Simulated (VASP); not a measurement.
# GaGe (F-43m) in VASP: settings compared

Aim: see how the results for GaGe move with the level of theory and the settings. Levels: PBEsol+D3(BJ), PBEsol+D4. Tasks: single point, relaxation of cell and atoms.

Program: VASP 6.6.1. These are calculated values, not measurements. Logs are shortened: lines on timing, memory, paths and dates and some standing lists are left out, and cuts for length are marked.

### 1 The cell of the first run

Symmetry: F-43m, No. 216, cubic system. Conventional cell: a = 5.647 Å, b = 5.647 Å, c = 5.647 Å, α = 90.00°, β = 90.00°, γ = 90.00°. Ge (site symmetry -43m) has 4 Ga at 2.45 Å within 3.2 Å. Within 3.2 Å of Ga (site symmetry -43m) lie 4 Ge at 2.45 Å.

### 2 Single point, PBEsol+D3(BJ)

Input file INCAR:

```
PREC = Accurate
ENCUT = 520
EDIFF = 1E-7
ISMEAR = -1
SIGMA = 0.05
LREAL = F
LASPH = T
NELM = 100
ALGO = Normal
ISIF = 2
LWAVE = F
LCHARG = F
GGA = PS
IVDW = 12
NBANDS = 20
```

Input file KPOINTS:

```
regular mesh
0
Gamma
  8 8 8
```

Input file POSCAR:

```
GaGe
1.0
    0.0000000000      2.8234823502      2.8234823502
    2.8234823502      0.0000000000      2.8234823502
    2.8234823502      2.8234823502      0.0000000000
Ge Ga
1 1
Direct
    0.0000000000      0.0000000000      0.0000000000
    0.2500000000      0.2500000000      0.2500000000
```

Potentials or basis: VASP PAW PBE potentials, release 64 (Ge_d, Ga_d).

Launch:

```bash
$ cat potpaw_PBE.64/Ge_d/POTCAR potpaw_PBE.64/Ga_d/POTCAR > POTCAR
$ mpirun -np 1 vasp_std > vasp.out
```

OUTCAR:

```text
PREC = Accurate
   ENCUT = 520
   EDIFF = 1E-7
   ISMEAR = -1
   LREAL = F
   LASPH = T
   NELM = 100
   ISIF = 2
   GGA = PS
   IVDW = 12
 IVDW          = 12

 ion  position               nearest neighbor table
   1  0.000  0.000  0.000-   2 2.45   2 2.45   2 2.45   2 2.45
   2  0.250  0.250  0.250-   1 2.45   1 2.45   1 2.45   1 2.45

  LATTYP: Found a face centered cubic cell.
 ALAT       =     5.6469647004

  Lattice vectors:

 A1 = (   0.0000000000,   2.8234823502,   2.8234823502)
 A2 = (   2.8234823502,   0.0000000000,   2.8234823502)
 A3 = (   2.8234823502,   2.8234823502,   0.0000000000)

Analysis of symmetry for initial positions (statically):
=====================================================================
 Subroutine PRICEL returns:
 Original cell was already a primitive cell.

 Routine SETGRP: Setting up the symmetry group for a
 face centered cubic supercell.

 Subroutine GETGRP returns: Found 24 space group operations
 (whereof 24 operations were pure point group operations)
 out of a pool of 48 trial point group operations.

The static configuration has the point symmetry T_d .

Analysis of symmetry for dynamics (positions and initial velocities):
=====================================================================
 Subroutine PRICEL returns:
 Original cell was already a primitive cell.

 Routine SETGRP: Setting up the symmetry group for a
 face centered cubic supercell.

 Subroutine GETGRP returns: Found 24 space group operations
 (whereof 24 operations were pure point group operations)
 out of a pool of 48 trial point group operations.

The dynamic configuration has the point symmetry T_d .

 Subroutine INISYM returns: Found 24 space group operations
 (whereof 24 operations are pure point group operations),
 and found     1 'primitive' translations

----------------------------------------------------------------------------------------

                                     Primitive cell

  volume of cell :      45.0179

  direct lattice vectors                    reciprocal lattice vectors
     0.000000000  2.823482350  2.823482350    -0.177086285  0.177086285  0.177086285
     2.823482350  0.000000000  2.823482350     0.177086285 -0.177086285  0.177086285
     2.823482350  2.823482350  0.000000000     0.177086285  0.177086285 -0.177086285

  length of vectors
     3.993007033  3.993007033  3.993007033     0.306722443  0.306722443  0.306722443

  position of ions in fractional coordinates (direct lattice)
     0.000000000  0.000000000  0.000000000
     0.250000000  0.250000000  0.250000000
[... 75 lines left out ...]
   ENCUT  =  520.0 eV  38.22 Ry    6.18 a.u.   7.42  7.42  7.42*2*pi/ulx,y,z
   NELM   =    100;   NELMIN=  2; NELMDL= -5     # of ELM steps
   EDIFF  = 0.1E-06   stopping-criterion for ELM
   LREAL  =      F    real-space projection
   EDIFFG = 0.1E-05   stopping-criterion for IOM
   NSW    =      0    number of steps for IOM
   IBRION =     -1    ionic relax: 0-MD 1-quasi-New 2-CG
   NFREE  =      0    steps in history (QN), initial steepest desc. (CG)
   ISIF   =      2    stress and relaxation
   ISYM   =      2    0-nonsym 1-usesym 2-fastsym
   POTIM  = 0.5000    time-step for ionic-motion
   TEBEG  =    0.0;   TEEND  =   0.0 temperature during run
   PSTRESS=    0.0 pullay stress
   NELECT =      27.0000    total number of electrons
   NUPDOWN=      -1.0000    fix difference up-down
   EMIN   =  10.00;   EMAX   =-10.00  energy-range for DOS
   EFERMI =   0.00;   METHOD = LEGACY
   ISMEAR =    -1;   SIGMA  =   0.05  broadening in eV -4-tet -1-fermi 0-gaus
   EFERMI_NEDOS =   21; number of points for ismear=-14 and -15
   IALGO  =     38    algorithm
   IMIX   =      4    mixing-type and parameters
     AMIX     =   0.40;   BMIX     =  1.00
     AMIX_MAG =   1.60;   BMIX_MAG =  1.00
  volume/ion in A,a.u.               =      22.51       151.90
  Fermi-wavevector in a.u.,A,eV,Ry     =   1.380599  2.608955 25.933448  1.906055
  Thomas-Fermi vector in A             =   2.505461
   LORBIT       =      0    0 simple, 1 ext, 2 COOP (PROOUT), +10 PAW based schemes
   GGA     = PS    functional components
   LHFCALC =     F    Hartree Fock is set to
   AEXX    =    0.0000 exact exchange contribution
   IVDW    =    12    specifies the selected vdW correction
   LEPSILON=     F    determine dielectric tensor
   LRPA    =     F    only Hartree local field effects (RPA)
 non-spin polarized calculation
  energy-cutoff  :      520.00
  volume of cell :       45.02
 maximum number of plane-waves:      1243
 NGX is ok and might be reduce to    30
   NGX = 15   NGY = 15   NGZ = 15

 number of electron      27.0000011 magnetization

 Free energy of the ion-electron system (eV)
  ---------------------------------------------------
  ext. energy  EPLUGINS =         0.00000000
  ---------------------------------------------------
  free energy    TOTEN  =        -7.90945512 eV

  energy without entropy =       -7.90074883  energy(sigma->0) =       -7.90510198

 E-fermi :   3.5103     XC(G=0): -10.1015

 val. band max:        3.4064222437   @ k =   0.1250   0.1250   0.0000
 cond. band min:       3.5346675841   @ k =  -0.1250   0.1250   0.0000
 fundamental gap:      0.1282453403
 Fermi energy:         3.5103492069

 k-point     1 :       0.0000    0.0000    0.0000
  band No.  band energies     occupation
      1     -20.3610      2.00000
      2     -20.3610      2.00000
      3     -20.3610      2.00000
      4     -20.3358      2.00000
      5     -20.3358      2.00000
      6     -10.8381      2.00000
[... 541 lines left out ...]
     19      12.9061      0.00000
     20      15.7511      0.00000

 [... further k-points ...]

------------------------ aborting loop because EDIFF is reached ----------------------------------------

 Edisp (eV)   -0.52425

 E8    (eV) :    -0.3565

  FORCE on cell =-STRESS in cart. coord.  units (eV):
  Direction    XX          YY          ZZ          XY          YZ          ZX
  --------------------------------------------------------------------------------------
  -------------------------------------------------------------------------------------
  Total      -0.00724    -0.00724    -0.00724     0.00000     0.00000     0.00000
  in kB      -0.25758    -0.25758    -0.25758     0.00000     0.00000     0.00000
  external pressure =       -0.26 kB  Pullay stress =        0.00 kB

 VOLUME and BASIS-vectors are now :
 -----------------------------------------------------------------------------
  energy-cutoff  :      520.00
  volume of cell :       45.02
      direct lattice vectors                 reciprocal lattice vectors
     0.000000000  2.823482350  2.823482350    -0.177086285  0.177086285  0.177086285
     2.823482350  0.000000000  2.823482350     0.177086285 -0.177086285  0.177086285
     2.823482350  2.823482350  0.000000000     0.177086285  0.177086285 -0.177086285

 POSITION                                       TOTAL-FORCE (eV/Angst)
 -----------------------------------------------------------------------------------
      0.00000      0.00000      0.00000         0.000000      0.000000      0.000000
      1.41174      1.41174      1.41174        -0.000000     -0.000000     -0.000000
 -----------------------------------------------------------------------------------
    total drift:                                0.000001      0.000001      0.000001

  FREE ENERGIE OF THE ION-ELECTRON SYSTEM (eV)
  ---------------------------------------------------
  free  energy   TOTEN  =        -8.4337064275 eV

  energy  without entropy=       -8.4250001411  energy(sigma->0) =       -8.42935328
```

stdout:

```text
POSCAR found type information on POSCAR GeGa
 POSCAR found :  2 types and       2 ions
 scaLAPACK will be used
 -----------------------------------------------------------------------------
|                                                                             |
|                                                                             |
|     You enforced a specific xc type in the INCAR file but a different       |
|     I HOPE YOU KNOW WHAT YOU ARE DOING!                                     |
|                                                                             |
 -----------------------------------------------------------------------------

 LDA part: xc-table for (Slater+PW92), standard interpolation
 POSCAR, INCAR and KPOINTS ok, starting setup
 FFT: planning ... GRIDC
 FFT: planning ... GRID_SOFT
 FFT: planning ... GRID
 WAVECAR not read
 entering main loop
```

Wall time 24 s (1 thread of Intel Xeon 8259CL, shared host); peak memory 0.19 GiB.

What came out:

```yaml
Free_energy: -8.4337 eV
Pressure: 0.0 GPa
Band_gap_on_the_k_mesh: zero (an odd number of electrons rules out a gap without spin polarisation)
Dispersion_energy_per_atom: -0.262 eV
```

Levels at points of the mesh, in eV from the Fermi level:
```tsv
k point	band 11	band 12	band 13	band 14	band 15	band 16	band 17	band 18
(0.00, 0.00, 0.00)	-10.99	1.86	1.86	1.86	2.82	4.53	4.53	4.53
(0.50, 0.00, 0.00)	-8.80	-5.65	0.43	0.43	2.41	5.51	5.51	8.25
(0.50, 0.50, 0.00)	-7.63	-6.01	-1.37	-1.37	2.29	2.45	11.78	11.78
```

Caveat: the PAW data sets were made with another functional, which shifts forces and pressure a little.

### 3 Single point, PBEsol+D3(BJ)

This run uses another cell than the first one, of 22.58 Å³/atom.

Input file INCAR:

```
ALGO = Normal
EDIFF = 1E-7
ENCUT = 520
GGA = PS
ISIF = 2
ISMEAR = -1
IVDW = 12
LASPH = T
LCHARG = F
LREAL = F
LWAVE = F
NBANDS = 20
NELM = 60
PREC = Accurate
SIGMA = 0.05
```

Input file KPOINTS:

```
k-points
0
Gamma
  8 8 8
```

Input file POSCAR:

```
GaGe
1.0
    0.0000000000      2.8263548899      2.8263548899
    2.8263548899      0.0000000000      2.8263548899
    2.8263548899      2.8263548899      0.0000000000
Ge Ga
1 1
Direct
    0.0000000000      0.0000000000      0.0000000000
    0.2500000000      0.2500000000      0.2500000000
```

Potentials or basis: VASP PAW PBE potentials, release 64 (Ge_d, Ga_d).

Launch:

```bash
$ cat potpaw_PBE.64/Ge_d/POTCAR potpaw_PBE.64/Ga_d/POTCAR > POTCAR
$ mpirun -np 1 vasp_std > vasp.out
```

OUTCAR:

```text
EDIFF = 1E-7
   ENCUT = 520
   GGA = PS
   ISIF = 2
   ISMEAR = -1
   IVDW = 12
   LASPH = T
   LREAL = F
   NELM = 60
   PREC = Accurate
 IVDW          = 12

 ion  position               nearest neighbor table
   1  0.000  0.000  0.000-   2 2.45   2 2.45   2 2.45   2 2.45
   2  0.250  0.250  0.250-   1 2.45   1 2.45   1 2.45   1 2.45

  LATTYP: Found a face centered cubic cell.
 ALAT       =     5.6527097798

  Lattice vectors:

 A1 = (   0.0000000000,   2.8263548899,   2.8263548899)
 A2 = (   2.8263548899,   0.0000000000,   2.8263548899)
 A3 = (   2.8263548899,   2.8263548899,   0.0000000000)

Analysis of symmetry for initial positions (statically):
=====================================================================
 Subroutine PRICEL returns:
 Original cell was already a primitive cell.

 Routine SETGRP: Setting up the symmetry group for a
 face centered cubic supercell.

 Subroutine GETGRP returns: Found 24 space group operations
 (whereof 24 operations were pure point group operations)
 out of a pool of 48 trial point group operations.

The static configuration has the point symmetry T_d .

Analysis of symmetry for dynamics (positions and initial velocities):
=====================================================================
 Subroutine PRICEL returns:
 Original cell was already a primitive cell.

 Routine SETGRP: Setting up the symmetry group for a
 face centered cubic supercell.

 Subroutine GETGRP returns: Found 24 space group operations
 (whereof 24 operations were pure point group operations)
 out of a pool of 48 trial point group operations.

The dynamic configuration has the point symmetry T_d .

 Subroutine INISYM returns: Found 24 space group operations
 (whereof 24 operations are pure point group operations),
 and found     1 'primitive' translations

----------------------------------------------------------------------------------------

                                     Primitive cell

  volume of cell :      45.1554

  direct lattice vectors                    reciprocal lattice vectors
     0.000000000  2.826354890  2.826354890    -0.176906305  0.176906305  0.176906305
     2.826354890  0.000000000  2.826354890     0.176906305 -0.176906305  0.176906305
     2.826354890  2.826354890  0.000000000     0.176906305  0.176906305 -0.176906305

  length of vectors
     3.997069417  3.997069417  3.997069417     0.306410708  0.306410708  0.306410708

  position of ions in fractional coordinates (direct lattice)
     0.000000000  0.000000000  0.000000000
     0.250000000  0.250000000  0.250000000

  ion indices of the primitive-cell ions
   primitive index   ion index
                 1           1
                 2           2

----------------------------------------------------------------------------------------

 KPOINTS: k-points

Automatic generation of k-mesh.
 Grid dimensions read from file:
 generate k-points for:    8    8    8

 Generating k-lattice:

  Cartesian coordinates                     Fractional coordinates (reciprocal lattice)
    -0.022113288  0.022113288  0.022113288     0.125000000  0.000000000  0.000000000
     0.022113288 -0.022113288  0.022113288     0.000000000  0.125000000  0.000000000
     0.022113288  0.022113288 -0.022113288     0.000000000  0.000000000  0.125000000

  Length of vectors
     0.038301339  0.038301339  0.038301339

  Shift w.r.t. Gamma in fractional coordinates (k-lattice)
     0.000000000  0.000000000  0.000000000

 Subroutine IBZKPT returns following result:
 ===========================================

 Found     29 irreducible k-points:

 Following reciprocal coordinates:
            Coordinates               Weight
  0.000000  0.000000  0.000000      1.000000
  0.125000  0.000000  0.000000      8.000000
  0.250000  0.000000  0.000000      8.000000
  0.375000  0.000000  0.000000      8.000000
  0.500000  0.000000  0.000000      4.000000
  0.125000  0.125000  0.000000      6.000000
[... 16 lines left out ...]
  0.500000  0.250000  0.125000     48.000000
 -0.375000  0.250000  0.125000     24.000000
 [... further k-points ...]
   k-points           NKPTS =     29   k-points in BZ     NKDIM =     29   number of bands    NBANDS=     20
   number of dos      NEDOS =    301   number of ions     NIONS =      2
   total plane-waves  NPLWV =  27000
   dimension x,y,z NGX =    30 NGY =   30 NGZ =   30
   dimension x,y,z NGXF=    60 NGYF=   60 NGZF=   60
   ions per type =               1   1
   NGX,Y,Z   is equivalent  to a cutoff of  12.48, 12.48, 12.48 a.u.
   NGXF,Y,Z  is equivalent  to a cutoff of  24.96, 24.96, 24.96 a.u.
 SYSTEM =  unknown system
   PREC   = accura    normal or accurate (medium, high low for compatibility)
   ISTART =      0    job   : 0-new  1-cont  2-samecut
   ICHARG =      2    charge: 1-file 2-atom 10-const
   ISPIN  =      1    spin polarized calculation?
   LNONCOLLINEAR =      F non collinear calculations
   LSORBIT =      F    spin-orbit coupling
   LASPH  =      T    aspherical Exc in radial PAW
   ENCUT  =  520.0 eV  38.22 Ry    6.18 a.u.   7.43  7.43  7.43*2*pi/ulx,y,z
   NELM   =     60;   NELMIN=  2; NELMDL= -5     # of ELM steps
   EDIFF  = 0.1E-06   stopping-criterion for ELM
   LREAL  =      F    real-space projection
   EDIFFG = 0.1E-05   stopping-criterion for IOM
   NSW    =      0    number of steps for IOM
   IBRION =     -1    ionic relax: 0-MD 1-quasi-New 2-CG
   NFREE  =      0    steps in history (QN), initial steepest desc. (CG)
   ISIF   =      2    stress and relaxation
   ISYM   =      2    0-nonsym 1-usesym 2-fastsym
   POTIM  = 0.5000    time-step for ionic-motion
   TEBEG  =    0.0;   TEEND  =   0.0 temperature during run
   PSTRESS=    0.0 pullay stress
   NELECT =      27.0000    total number of electrons
   NUPDOWN=      -1.0000    fix difference up-down
   EMIN   =  10.00;   EMAX   =-10.00  energy-range for DOS
   EFERMI =   0.00;   METHOD = LEGACY
   ISMEAR =    -1;   SIGMA  =   0.05  broadening in eV -4-tet -1-fermi 0-gaus
   EFERMI_NEDOS =   21; number of points for ismear=-14 and -15
   IALGO  =     38    algorithm
   IMIX   =      4    mixing-type and parameters
     AMIX     =   0.40;   BMIX     =  1.00
     AMIX_MAG =   1.60;   BMIX_MAG =  1.00
  volume/ion in A,a.u.               =      22.58       152.36
  Fermi-wavevector in a.u.,A,eV,Ry     =   1.379196  2.606303 25.880761  1.902182
  Thomas-Fermi vector in A             =   2.504188
   LORBIT       =      0    0 simple, 1 ext, 2 COOP (PROOUT), +10 PAW based schemes
   GGA     = PS    functional components
   LHFCALC =     F    Hartree Fock is set to
   AEXX    =    0.0000 exact exchange contribution
   IVDW    =    12    specifies the selected vdW correction
   LEPSILON=     F    determine dielectric tensor
   LRPA    =     F    only Hartree local field effects (RPA)
 non-spin polarized calculation
  energy-cutoff  :      520.00
  volume of cell :       45.16
 maximum number of plane-waves:      1243
 NGX is ok and might be reduce to    30
   NGX = 15   NGY = 15   NGZ = 15

 number of electron      27.0000007 magnetization

 Free energy of the ion-electron system (eV)
  ---------------------------------------------------
  ext. energy  EPLUGINS =         0.00000000
  ---------------------------------------------------
  free energy    TOTEN  =        -7.91094265 eV

  energy without entropy =       -7.90230017  energy(sigma->0) =       -7.90662141

 E-fermi :   3.4861     XC(G=0): -10.0871

 val. band max:        3.3717410432   @ k =   0.1250   0.1250   0.0000
 cond. band min:       3.5113952557   @ k =  -0.1250   0.1250   0.0000
 fundamental gap:      0.1396542126
 Fermi energy:         3.4861263994

 k-point     1 :       0.0000    0.0000    0.0000
  band No.  band energies     occupation
      1     -20.3849      2.00000
      2     -20.3849      2.00000
      3     -20.3849      2.00000
      4     -20.3600      2.00000
      5     -20.3600      2.00000
      6     -10.8596      2.00000
[... 12 lines left out ...]
     19      11.3778      0.00000
     20      14.6132      0.00000
[... 507 lines left out ...]
 k-point    24 :      -0.3750    0.2500    0.1250
  band No.  band energies     occupation
      1     -20.3843      2.00000
      2     -20.3823      2.00000
      3     -20.3797      2.00000
      4     -20.3597      2.00000
      5     -20.3579      2.00000
      6     -10.9023      2.00000
[... 12 lines left out ...]
     19      12.8673      0.00000
     20      15.7111      0.00000

 [... further k-points ...]

------------------------ aborting loop because EDIFF is reached ----------------------------------------

 Edisp (eV)   -0.52269

 E8    (eV) :    -0.3554

  FORCE on cell =-STRESS in cart. coord.  units (eV):
  Direction    XX          YY          ZZ          XY          YZ          ZX
  --------------------------------------------------------------------------------------
  -------------------------------------------------------------------------------------
  Total      -0.05753    -0.05753    -0.05753     0.00000     0.00000    -0.00000
  in kB      -2.04113    -2.04113    -2.04113     0.00000     0.00000    -0.00000
  external pressure =       -2.04 kB  Pullay stress =        0.00 kB

 VOLUME and BASIS-vectors are now :
 -----------------------------------------------------------------------------
  energy-cutoff  :      520.00
  volume of cell :       45.16
      direct lattice vectors                 reciprocal lattice vectors
     0.000000000  2.826354890  2.826354890    -0.176906305  0.176906305  0.176906305
     2.826354890  0.000000000  2.826354890     0.176906305 -0.176906305  0.176906305
     2.826354890  2.826354890  0.000000000     0.176906305  0.176906305 -0.176906305

 POSITION                                       TOTAL-FORCE (eV/Angst)
 -----------------------------------------------------------------------------------
      0.00000      0.00000      0.00000        -0.000000     -0.000000     -0.000000
      1.41318      1.41318      1.41318         0.000000      0.000000      0.000000
 -----------------------------------------------------------------------------------
    total drift:                                0.000001      0.000001      0.000001

  FREE ENERGIE OF THE ION-ELECTRON SYSTEM (eV)
  ---------------------------------------------------
  free  energy   TOTEN  =        -8.4336331503 eV

  energy  without entropy=       -8.4249906734  energy(sigma->0) =       -8.42931191
```

Wall time 23 s (1 thread of Intel Xeon 8259CL, shared host); peak memory 0.19 GiB.

What came out:

```yaml
Free_energy: -8.4336 eV
Pressure: -0.2 GPa
Band_gap_on_the_k_mesh: zero (an odd number of electrons rules out a gap without spin polarisation)
Dispersion_energy_per_atom: -0.261 eV
```

Caveat: three body term missing; the PAW data sets were made with another functional, which shifts forces and pressure a little.

(Continued in part 2 of 2.)
